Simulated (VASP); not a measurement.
# Rh (Fm-3m) in VASP: notebook

The runs below take Rh through single point, relaxation of cell and atoms, with PBE.

Program: VASP 6.6.1. These are calculated values, not measurements. Logs are shortened: lines on timing, memory, paths and dates and some standing lists are left out, and cuts for length are marked.

### Step 1. The cell of the first run

It takes space group Fm-3m (No. 225, cubic). Conventional cell: a = 3.830 Å, b = 3.830 Å, c = 3.830 Å, α = 90.00°, β = 90.00°, γ = 90.00°. Within 3.6 Å of Rh (site symmetry m-3m) lie 12 Rh at 2.71 Å.

### Step 2. Single point, PBE

Contents of INCAR:

```
ALGO     = Normal         # electronic algorithm
EDIFF    = 1E-6           # SCF threshold, eV
ENCUT    = 520            # plane-wave cutoff, eV
GGA      = PE             # functional
ISIF     = 2              # what is computed and relaxed
ISMEAR   = 0              # smearing method
LASPH    = True           # aspherical terms in the spheres
LCHARG   = True           # write CHGCAR
LELF     = True           # ELF
LREAL    = False          # projectors in reciprocal space
LVHAR    = True         
LWAVE    = False          # write WAVECAR
NBANDS   = 14             # bands
NELM     = 60             # most SCF steps
PREC     = Accurate       # precision mode
SIGMA    = 0.1            # smearing width, eV
```

Contents of KPOINTS:

```
k-points
0
Gamma
  18 18 18
```

Contents of POSCAR:

```
Rh
1.0
    0.0000000000      1.9149890306      1.9149890306
    1.9149890306      0.0000000000      1.9149890306
    1.9149890306      1.9149890306      0.0000000000
Rh
1
Direct
    0.0000000000      0.0000000000      0.0000000000
```

Potentials or basis: VASP PAW PBE potentials, release 64 (Rh_pv).

The run is started by

```sh
$ cat potpaw_PBE.64/Rh_pv/POTCAR > POTCAR
$ mpirun -np 1 vasp_std > vasp.out
```

OUTCAR:

```text
EDIFF = 1E-6
   ENCUT = 520
   GGA = PE
   ISIF = 2
   ISMEAR = 0
   LASPH = True
   LREAL = False
   NELM = 60
   PREC = Accurate

 ion  position               nearest neighbor table
   1  0.000  0.000  0.000-

  LATTYP: Found a face centered cubic cell.
 ALAT       =     3.8299780612

  Lattice vectors:

 A1 = (   0.0000000000,   1.9149890306,   1.9149890306)
 A2 = (   1.9149890306,   0.0000000000,   1.9149890306)
 A3 = (   1.9149890306,   1.9149890306,   0.0000000000)

Analysis of symmetry for initial positions (statically):
=====================================================================
 Subroutine PRICEL returns:
 Original cell was already a primitive cell.

 Routine SETGRP: Setting up the symmetry group for a
 face centered cubic supercell.

 Subroutine GETGRP returns: Found 48 space group operations
 (whereof 48 operations were pure point group operations)
 out of a pool of 48 trial point group operations.

The static configuration has the point symmetry O_h .

Analysis of symmetry for dynamics (positions and initial velocities):
=====================================================================
 Subroutine PRICEL returns:
 Original cell was already a primitive cell.

 Routine SETGRP: Setting up the symmetry group for a
 face centered cubic supercell.

 Subroutine GETGRP returns: Found 48 space group operations
 (whereof 48 operations were pure point group operations)
 out of a pool of 48 trial point group operations.

The dynamic configuration has the point symmetry O_h .

 Subroutine INISYM returns: Found 48 space group operations
 (whereof 48 operations are pure point group operations),
 and found     1 'primitive' translations

----------------------------------------------------------------------------------------

                                     Primitive cell

  volume of cell :      14.0452

  direct lattice vectors                    reciprocal lattice vectors
     0.000000000  1.914989031  1.914989031    -0.261098101  0.261098101  0.261098101
     1.914989031  0.000000000  1.914989031     0.261098101 -0.261098101  0.261098101
     1.914989031  1.914989031  0.000000000     0.261098101  0.261098101 -0.261098101

  length of vectors
     2.708203459  2.708203459  2.708203459     0.452235177  0.452235177  0.452235177

  position of ions in fractional coordinates (direct lattice)
     0.000000000  0.000000000  0.000000000

  ion indices of the primitive-cell ions
   primitive index   ion index
                 1           1

----------------------------------------------------------------------------------------
[... 82 lines left out ...]
   NUPDOWN=      -1.0000    fix difference up-down
   EMIN   =  10.00;   EMAX   =-10.00  energy-range for DOS
   EFERMI =   0.00;   METHOD = LEGACY
   ISMEAR =     0;   SIGMA  =   0.10  broadening in eV -4-tet -1-fermi 0-gaus
   EFERMI_NEDOS =   21; number of points for ismear=-14 and -15
   IALGO  =     38    algorithm
   IMIX   =      4    mixing-type and parameters
     AMIX     =   0.40;   BMIX     =  1.00
     AMIX_MAG =   1.60;   BMIX_MAG =  1.00
  volume/ion in A,a.u.               =      14.05        94.78
  Fermi-wavevector in a.u.,A,eV,Ry     =   1.673384  3.162237 38.099227  2.800214
  Thomas-Fermi vector in A             =   2.758365
   LORBIT       =      0    0 simple, 1 ext, 2 COOP (PROOUT), +10 PAW based schemes
   GGA     = PE    functional components
   LHFCALC =     F    Hartree Fock is set to
   AEXX    =    0.0000 exact exchange contribution
   IVDW    =     0    specifies the selected vdW correction
   LEPSILON=     F    determine dielectric tensor
   LRPA    =     F    only Hartree local field effects (RPA)
 non-spin polarized calculation
 Gauss-broadening in eV      SIGMA  =   0.10
  energy-cutoff  :      520.00
  volume of cell :       14.05
 maximum number of plane-waves:       388
   NGX =  9   NGY =  9   NGZ =  9

 number of electron      15.0000003 magnetization

 Free energy of the ion-electron system (eV)
  ---------------------------------------------------
  ext. energy  EPLUGINS =         0.00000000
  ---------------------------------------------------
  free energy    TOTEN  =        -7.26168655 eV

  energy without entropy =       -7.25452222  energy(sigma->0) =       -7.25810439

 E-fermi :  11.5182     XC(G=0): -13.8952

 val. band max:       11.5179830239   @ k =   0.5000   0.3889   0.0556
 cond. band min:      11.5260963583   @ k =  -0.4444   0.3333   0.1667
 fundamental gap:      0.0081133344
 Fermi energy:        11.5181616685

 k-point     1 :       0.0000    0.0000    0.0000
  band No.  band energies     occupation
      1     -34.8326      2.00000
      2     -34.8326      2.00000
      3     -34.8326      2.00000
      4       3.7141      2.00000
      5       8.5356      2.00000
      6       8.5356      2.00000
      7       8.5356      2.00000
      8      10.5509      2.00000
      9      10.5509      2.00000
     10      27.5257      0.00000
     11      32.0991      0.00000
     12      32.8653      0.00000
     13      32.8653      0.00000
     14      32.8653      0.00000
[... 377 lines left out ...]
      1     -35.1604      2.00000
      2     -34.8997      2.00000
      3     -34.8702      2.00000
      4       5.5233      2.00000
      5       8.2023      2.00000
      6       8.9151      2.00000
      7       8.9660      2.00000
      8      10.3691      2.00000
      9      11.0262      2.00000
     10      26.8245      0.00000
     11      29.1358      0.00000
     12      32.0983      0.00000
     13      34.1707      0.00000
     14      36.0358      0.00000

 [... further k-points ...]

------------------------ aborting loop because EDIFF is reached ----------------------------------------

  FORCE on cell =-STRESS in cart. coord.  units (eV):
  Direction    XX          YY          ZZ          XY          YZ          ZX
  --------------------------------------------------------------------------------------
  -------------------------------------------------------------------------------------
  Total        0.0017579      0.0017579      0.0017579     -0.0000000      0.0000000     -0.0000000
  in kB        0.2005290      0.2005290      0.2005290     -0.0000000      0.0000000     -0.0000000
  external PRESSURE =       0.2005290 kB  Pullay stress =       0.0000000 kB

 VOLUME and BASIS-vectors are now :
 -----------------------------------------------------------------------------
  energy-cutoff  :      520.00
  volume of cell :       14.05
      direct lattice vectors                 reciprocal lattice vectors
     0.000000000  1.914989031  1.914989031    -0.261098101  0.261098101  0.261098101
     1.914989031  0.000000000  1.914989031     0.261098101 -0.261098101  0.261098101
     1.914989031  1.914989031  0.000000000     0.261098101  0.261098101 -0.261098101

 POSITION                                       TOTAL-FORCE (eV/Angst)
 -----------------------------------------------------------------------------------
      0.00000      0.00000      0.00000         0.000000     -0.000000      0.000000
 -----------------------------------------------------------------------------------
    total drift:                                0.000000      0.000000      0.000000

  FREE ENERGIE OF THE ION-ELECTRON SYSTEM (eV)
  ---------------------------------------------------
  free  energy   TOTEN  =        -7.2616865506 eV

  energy  without entropy=       -7.2545222247  energy(sigma->0) =       -7.25810439
```

Run time: 16 s. Hardware: 1 thread of Intel Xeon Platinum 8488C (Sapphire Rapids), shared host; peak memory 0.15 GiB.

What came out:

```yaml
Free_energy: -7.2617 eV
Pressure: 0.0 GPa
```

Levels at points of the mesh, in eV from the Fermi level:
| k point | band 5 | band 6 | band 7 | band 8 | band 9 | band 10 |
| --- | --- | --- | --- | --- | --- | --- |
| (0.00, 0.00, 0.00) | -2.98 | -2.98 | -2.98 | -0.97 | -0.97 | 16.01 |
| (0.50, 0.00, 0.00) | -3.06 | -3.06 | 0.54 | 0.54 | 0.76 | 8.42 |
| (0.50, 0.50, 0.00) | -5.76 | 0.51 | 0.94 | 0.94 | 3.24 | 12.00 |

### Step 3. Relaxation of cell and atoms, PBE

This run uses another cell than the first one, of 14.11 Å³/atom, 1.005 times its volume.

Contents of INCAR:

```
PREC = Accurate ; ENCUT = 600
EDIFF = 1E-6 ; ISMEAR = 0
SIGMA = 0.1 ; LREAL = False
LASPH = True ; NELM = 80
ALGO = Normal ; ISIF = 3
LWAVE = False ; LCHARG = False
GGA = PE ; IBRION = 2
NSW = 100 ; EDIFFG = -0.005
```

Contents of KPOINTS:

```
Automatic mesh
0
Gamma
  18 18 18
```

Contents of POSCAR:

```
Rh
1.0
    0.0000000000      1.9178870362      1.9178870362
    1.9178870362      0.0000000000      1.9178870362
    1.9178870362      1.9178870362      0.0000000000
Rh
1
Direct
    0.0000000000      0.0000000000      0.0000000000
```

Potentials or basis: VASP PAW PBE potentials, release 64 (Rh_pv).

The run is started by

```sh
$ cat potpaw_PBE.64/Rh_pv/POTCAR > POTCAR
$ mpirun -np 1 vasp_std > vasp.out
```

Run time: 29 s. Hardware: 1 thread of Intel Xeon Platinum 8488C (Sapphire Rapids), shared host; peak memory 0.17 GiB.

It converged, with:

```
Free energy                            : -7.2620 eV
Relaxed volume                         : 14.04 Å³/atom
Relaxed cell                           : a = 2.708 Å, b = 2.708 Å, c = 2.708 Å, α = 60.00°, β = 60.00°, γ = 60.00°
Space group after relaxing (to 0.05 Å) : Fm-3m (No. 225)
Energy gained by relaxing              : 0.3 meV/atom
Ionic steps                            : 3
Pressure after relaxing                : 0.0 GPa
```

The path:
```csv
step,energy change (eV),largest force (eV/Å),pressure (GPa),volume (Å³)
1,0.0000,0.0000,-1.26,14.11
2,0.0011,0.0000,2.98,13.88
3,-0.0003,0.0000,0.01,14.04
```

Final structure:
```
Rh
1.0
     0.00000    1.91470    1.91470
     1.91470    0.00000    1.91470
     1.91470    1.91470    0.00000
Rh
1
Direct
  0.00000 0.00000 0.00000
```

Levels at points of the mesh, in eV from the Fermi level:
| k point | band 4 | band 5 | band 6 | band 7 | band 8 | band 9 | band 10 | band 11 |
| --- | --- | --- | --- | --- | --- | --- | --- | --- |
| (0.00, 0.00, 0.00) | -7.81 | -2.98 | -2.98 | -2.98 | -0.97 | -0.97 | 16.01 | 20.58 |
| (0.50, 0.00, 0.00) | -5.95 | -3.06 | -3.06 | 0.54 | 0.54 | 0.75 | 8.42 | 15.50 |
| (0.50, 0.50, 0.00) | -6.12 | -5.76 | 0.51 | 0.94 | 0.94 | 3.24 | 12.01 | 13.20 |
